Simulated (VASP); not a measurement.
# KZnF3 (Pm-3m) in VASP: notebook, part 2 of 2

VASP 6.6.1. The steps go on from the part before.

## (3) Relaxation of cell and atoms, PBE, target pressure 40 GPa, at which the enthalpy is minimised

INCAR

```
PREC = Accurate
ENCUT = 600
EDIFF = 1E-6
ISMEAR = 0
SIGMA = 0.01
LREAL = False
LASPH = True
NELM = 80
ALGO = Normal
ISIF = 3
LWAVE = False
LCHARG = False
GGA = PE
IBRION = 2
NSW = 50
EDIFFG = -0.03
PSTRESS = 400.0
```

KPOINTS

```
regular mesh
0
Gamma
  4 4 4
```

POSCAR

```
KZnF3
1.0
    4.0500000000      0.0000000000      0.0000000000
    0.0000000000      4.0500000000      0.0000000000
    0.0000000000      0.0000000000      4.0500000000
K Zn F
1 1 3
Direct
    0.0000000000      0.0000000000      0.0000000000
    0.5000000000      0.5000000000      0.5000000000
    0.5000000000      0.5000000000      0.0000000000
    0.0000000000      0.5000000000      0.5000000000
    0.5000000000      0.0000000000      0.5000000000
```

Potentials or basis: VASP PAW PBE potentials, release 64 (K_sv, Zn, F).

Run with:

```sh
$ cat potpaw_PBE.64/K_sv/POTCAR potpaw_PBE.64/Zn/POTCAR potpaw_PBE.64/F/POTCAR > POTCAR
$ mpirun -np 1 vasp_std > vasp.out
```

OUTCAR:

```text
PREC = Accurate
   ENCUT = 600
   EDIFF = 1E-6
   ISMEAR = 0
   LREAL = False
   LASPH = True
   NELM = 80
   ISIF = 3
   GGA = PE
   IBRION = 2
   NSW = 50
   EDIFFG = -0.03
   PSTRESS = 400.0

 ion  position               nearest neighbor table
   1  0.000  0.000  0.000-
   2  0.500  0.500  0.500-   3 2.02   4 2.02   5 2.02   3 2.02   5 2.02   4 2.02
   3  0.500  0.500  0.000-   2 2.02   2 2.02
   4  0.000  0.500  0.500-   2 2.02   2 2.02
   5  0.500  0.000  0.500-   2 2.02   2 2.02

  LATTYP: Found a simple cubic cell.
 ALAT       =     4.0500000000

  Lattice vectors:

 A1 = (   4.0500000000,   0.0000000000,   0.0000000000)
 A2 = (   0.0000000000,   4.0500000000,   0.0000000000)
 A3 = (   0.0000000000,   0.0000000000,   4.0500000000)

Analysis of symmetry for initial positions (statically):
=====================================================================
 Subroutine PRICEL returns:
 Original cell was already a primitive cell.

 Routine SETGRP: Setting up the symmetry group for a
 simple cubic supercell.

 Subroutine GETGRP returns: Found 48 space group operations
 (whereof 48 operations were pure point group operations)
 out of a pool of 48 trial point group operations.

The static configuration has the point symmetry O_h .

Analysis of symmetry for dynamics (positions and initial velocities):
=====================================================================
 Subroutine PRICEL returns:
 Original cell was already a primitive cell.

 Routine SETGRP: Setting up the symmetry group for a
 simple cubic supercell.

 Subroutine GETGRP returns: Found 48 space group operations
 (whereof 48 operations were pure point group operations)
 out of a pool of 48 trial point group operations.

The dynamic configuration has the point symmetry O_h .

 Subroutine INISYM returns: Found 48 space group operations
 (whereof 48 operations are pure point group operations),
 and found     1 'primitive' translations

----------------------------------------------------------------------------------------

                                     Primitive cell

  volume of cell :      66.4301

  direct lattice vectors                    reciprocal lattice vectors
     4.050000000  0.000000000  0.000000000     0.246913580  0.000000000  0.000000000
     0.000000000  4.050000000  0.000000000     0.000000000  0.246913580  0.000000000
     0.000000000  0.000000000  4.050000000     0.000000000  0.000000000  0.246913580

  length of vectors
     4.050000000  4.050000000  4.050000000     0.246913580  0.246913580  0.246913580

  position of ions in fractional coordinates (direct lattice)
     0.000000000  0.000000000  0.000000000
     0.500000000  0.500000000  0.500000000
     0.500000000  0.500000000  0.000000000
     0.000000000  0.500000000  0.500000000
     0.500000000  0.000000000  0.500000000

  ion indices of the primitive-cell ions
   primitive index   ion index
                 1           1
                 2           2
                 3           3
                 4           4
                 5           5

----------------------------------------------------------------------------------------

 KPOINTS: regular mesh

Automatic generation of k-mesh.
 Grid dimensions read from file:
 generate k-points for:    4    4    4

 Generating k-lattice:

  Cartesian coordinates                     Fractional coordinates (reciprocal lattice)
     0.061728395  0.000000000  0.000000000     0.250000000  0.000000000  0.000000000
     0.000000000  0.061728395  0.000000000     0.000000000  0.250000000  0.000000000
     0.000000000  0.000000000  0.061728395     0.000000000  0.000000000  0.250000000

  Length of vectors
     0.061728395  0.061728395  0.061728395

  Shift w.r.t. Gamma in fractional coordinates (k-lattice)
     0.000000000  0.000000000  0.000000000

 Subroutine IBZKPT returns following result:
 ===========================================

 Found     10 irreducible k-points:

 Following reciprocal coordinates:
            Coordinates               Weight
  0.000000  0.000000  0.000000      1.000000
  0.250000  0.000000  0.000000      6.000000
  0.500000  0.000000  0.000000      3.000000
  0.250000  0.250000  0.000000     12.000000
  0.500000  0.250000  0.000000     12.000000
  0.500000  0.500000  0.000000      3.000000
  0.250000  0.250000  0.250000      8.000000
  0.500000  0.250000  0.250000     12.000000
  0.500000  0.500000  0.250000      6.000000
  0.500000  0.500000  0.500000      1.000000
   k-points           NKPTS =     10   k-points in BZ     NKDIM =     10   number of bands    NBANDS=     25
   number of dos      NEDOS =    301   number of ions     NIONS =      5
   total plane-waves  NPLWV =  32768
   dimension x,y,z NGX =    32 NGY =   32 NGZ =   32
   dimension x,y,z NGXF=    64 NGYF=   64 NGZF=   64
   ions per type =               1   1   3
   NGX,Y,Z   is equivalent  to a cutoff of  13.14, 13.14, 13.14 a.u.
   NGXF,Y,Z  is equivalent  to a cutoff of  26.27, 26.27, 26.27 a.u.
 SYSTEM =  unknown system
   PREC   = accura    normal or accurate (medium, high low for compatibility)
   ISTART =      0    job   : 0-new  1-cont  2-samecut
   ICHARG =      2    charge: 1-file 2-atom 10-const
   ISPIN  =      1    spin polarized calculation?
   LNONCOLLINEAR =      F non collinear calculations
   LSORBIT =      F    spin-orbit coupling
   LASPH  =      T    aspherical Exc in radial PAW
   ENCUT  =  600.0 eV  44.10 Ry    6.64 a.u.   8.09  8.09  8.09*2*pi/ulx,y,z
   NELM   =     80;   NELMIN=  2; NELMDL= -5     # of ELM steps
   EDIFF  = 0.1E-05   stopping-criterion for ELM
   LREAL  =      F    real-space projection
   EDIFFG = -.3E-01   stopping-criterion for IOM
   NSW    =     50    number of steps for IOM
   IBRION =      2    ionic relax: 0-MD 1-quasi-New 2-CG
   NFREE  =      1    steps in history (QN), initial steepest desc. (CG)
   ISIF   =      3    stress and relaxation
   ISYM   =      2    0-nonsym 1-usesym 2-fastsym
   POTIM  = 0.5000    time-step for ionic-motion
   TEBEG  =    0.0;   TEEND  =   0.0 temperature during run
   PSTRESS=  400.0 pullay stress
   NELECT =      42.0000    total number of electrons
   NUPDOWN=      -1.0000    fix difference up-down
   EMIN   =  10.00;   EMAX   =-10.00  energy-range for DOS
   EFERMI =   0.00;   METHOD = LEGACY
   ISMEAR =     0;   SIGMA  =   0.01  broadening in eV -4-tet -1-fermi 0-gaus
   EFERMI_NEDOS =   21; number of points for ismear=-14 and -15
   IALGO  =     38    algorithm
   IMIX   =      4    mixing-type and parameters
     AMIX     =   0.40;   BMIX     =  1.00
     AMIX_MAG =   1.60;   BMIX_MAG =  1.00
  volume/ion in A,a.u.               =      13.29        89.66
  Fermi-wavevector in a.u.,A,eV,Ry     =   1.405086  2.655228 26.861528  1.974267
  Thomas-Fermi vector in A             =   2.527583
   LORBIT       =      0    0 simple, 1 ext, 2 COOP (PROOUT), +10 PAW based schemes
   GGA     = PE    functional components
   LHFCALC =     F    Hartree Fock is set to
   AEXX    =    0.0000 exact exchange contribution
   IVDW    =     0    specifies the selected vdW correction
   LEPSILON=     F    determine dielectric tensor
   LRPA    =     F    only Hartree local field effects (RPA)
 conjugate gradient relaxation of ions
 non-spin polarized calculation
 Gauss-broadening in eV      SIGMA  =   0.01
  energy-cutoff  :      600.00
  volume of cell :       66.43
 maximum number of plane-waves:      2272
   NGX = 17   NGY = 17   NGZ = 17

--------------------------------------- Ionic step        1  -------------------------------------------

 number of electron      42.0000058 magnetization

 Free energy of the ion-electron system (eV)
  ---------------------------------------------------
  ext. energy  EPLUGINS =         0.00000000
  ---------------------------------------------------
  free energy    TOTEN  =       -20.27122424 eV

  energy without entropy =      -20.27122424  energy(sigma->0) =      -20.27122424

 E-fermi :  -0.6136     XC(G=0):  -9.8789

 val. band max:       -0.7561542201   @ k =   0.5000   0.5000   0.5000
 cond. band min:       3.0362029660   @ k =   0.0000   0.0000   0.0000
 fundamental gap:      3.7923571861
 Fermi energy:        -0.6136128193

 k-point     1 :       0.0000    0.0000    0.0000
  band No.  band energies     occupation
      1     -27.8543      2.00000
      2     -22.3697      2.00000
      3     -21.7428      2.00000
      4     -21.7428      2.00000
      5     -11.3408      2.00000
      6     -11.3408      2.00000
[... 512 lines left out ...]
  enthalpy is  TOTEN    =        -5.4586613474 eV   P V=       13.2301955999

--------------------------------------- Ionic step        7  -------------------------------------------

 number of electron      42.0000065 magnetization

 Free energy of the ion-electron system (eV)
  ---------------------------------------------------
  ext. energy  EPLUGINS =         0.00000000
  ---------------------------------------------------
  free energy    TOTEN  =       -18.65853781 eV

  energy without entropy =      -18.65853781  energy(sigma->0) =      -18.65853781

 E-fermi :   2.1324     XC(G=0): -11.1188

 val. band max:        1.9919734842   @ k =   0.5000   0.5000   0.5000
 cond. band min:       6.4422175492   @ k =   0.0000   0.0000   0.0000
 fundamental gap:      4.4502440649
 Fermi energy:         2.1323899547

 k-point     1 :       0.0000    0.0000    0.0000
  band No.  band energies     occupation
      1     -26.2401      2.00000
      2     -21.8506      2.00000
      3     -20.8973      2.00000
      4     -20.8973      2.00000
      5      -9.7601      2.00000
      6      -9.7601      2.00000
[... 301 lines left out ...]
  FREE ENERGIE OF THE ION-ELECTRON SYSTEM (eV)
  ---------------------------------------------------
  free  energy   TOTEN  =       -18.6585378071 eV

  energy  without entropy=      -18.6585378071  energy(sigma->0) =      -18.65853781

  enthalpy is  TOTEN    =        -5.4588662996 eV   P V=       13.1996715075

 reached required accuracy - stopping structural energy minimisation
```

Wall time 47 s (1 thread of AMD EPYC 9R45 (Zen 5), shared host); peak memory 0.17 GiB.

What came out:

```yaml
Free_energy: -18.6585 eV
Relaxed_volume: 10.57 Å³/atom
Relaxed_cell: a = 3.753 Å, b = 3.753 Å, c = 3.753 Å, α = 90.00°, β = 90.00°, γ = 90.00°
Space_group_after_relaxing_to_0.1_Å: Pm-3m (No. 221)
Energy_change_on_relaxing_the_run_minimises_the_enthalpy: +322.5 meV/atom
Ionic_steps: 7
Pressure_after_relaxing: 40.0 GPa
Band_gap_on_the_k_mesh: 4.45 eV (least direct gap 7.82 eV)
```

The path:
```tsv
step	energy change (eV)	largest force (eV/Å)	pressure (GPa)	volume (Å³)
1	0.0000	0.0000	4.57	66.43
2	6.6881	0.0000	123.88	42.00
3	1.4727	0.0000	37.54	53.45
4	1.5795	0.0000	39.43	53.00
5	1.6414	0.0000	40.52	52.76
6	1.5824	0.0000	39.46	52.99
7	1.6127	0.0000	40.04	52.87
```

Final structure:
```xyz
5
Lattice="3.7532 0.0000 0.0000 0.0000 3.7532 0.0000 0.0000 0.0000 3.7532" Properties=species:S:1:pos:R:3 pbc="T T T"
K     0.0000    0.0000    0.0000
Zn    1.8766    1.8766    1.8766
F     1.8766    1.8766    0.0000
F     0.0000    1.8766    1.8766
F     1.8766    0.0000    1.8766
```

Levels at points of the mesh, in eV from the valence-band top:
```csv
k point,band 19,band 20,band 21,band 22,band 23,band 24
"(0.00, 0.00, 0.00)",-3.37,-3.37,-3.37,4.45,7.44,7.44
"(0.50, 0.00, 0.00)",-2.63,-2.63,-1.76,7.80,8.31,8.73
"(0.50, 0.50, 0.00)",-2.72,-2.71,0.00,8.60,9.68,10.96
"(0.50, 0.50, 0.50)",-2.53,0.00,0.00,7.89,7.89,7.89
```

Caveat: the cell is relaxed towards a set pressure, so the run minimises the enthalpy, not the energy; the volume moved by over 15 % at a fixed basis, so the end points are rough. A k mesh can miss the band edges.
